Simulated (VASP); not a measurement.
Here is a VASP 6.6.1 calculation.

Contents of INCAR:

```
SYSTEM = AlN
PREC = Accurate
ENCUT = 520
EDIFF = 1E-6
ISMEAR = 0
SIGMA = 0.05
LREAL = .False.
LASPH = .True.
NELM = 100
ALGO = Normal
ISIF = 2
LWAVE = .False.
LCHARG = .True.
GGA = CA
LELF = .True.
LVHAR = .True.
NBANDS = 16
```

File KPOINTS:

```
regular mesh
0
Gamma
  9 9 6
  0 0 0
```

Contents of POSCAR:

```
AlN
1.0
    3.0371604035      0.0000000000      0.0000000000
   -1.5185802018      2.6302580648      0.0000000000
    0.0000000000      0.0000000000      4.8612078838
Al N
2 2
Direct
    0.3365483715      0.6730967429      0.0015212672
    0.6634516285      0.3269032571      0.5015212672
    0.3304644511      0.6609289023      0.3834787328
    0.6695355489      0.3390710977      0.8834787328
```

Potentials or basis: VASP PAW LDA potentials, release 64 (Al, N).

Command:

```bash
$ cat potpaw_LDA.64/Al/POTCAR potpaw_LDA.64/N/POTCAR > POTCAR
$ mpirun -np 1 vasp_std > vasp.out
```

Task: Predict the largest force.

Result: 0.103 eV/Å.

Task: What does it give for the band gap on the k mesh?

Result: 4.88 eV, direct.

Task: What does it give for the pressure?

Result: 12.5 GPa.

Stress tensor (GPa, compression positive):
```
12.86  0.00  0.00
 0.00 12.80  0.00
 0.00  0.00 11.95
```

A k mesh can miss the band edges. A hybrid or GW would open this gap; LDA tends to underestimate it.
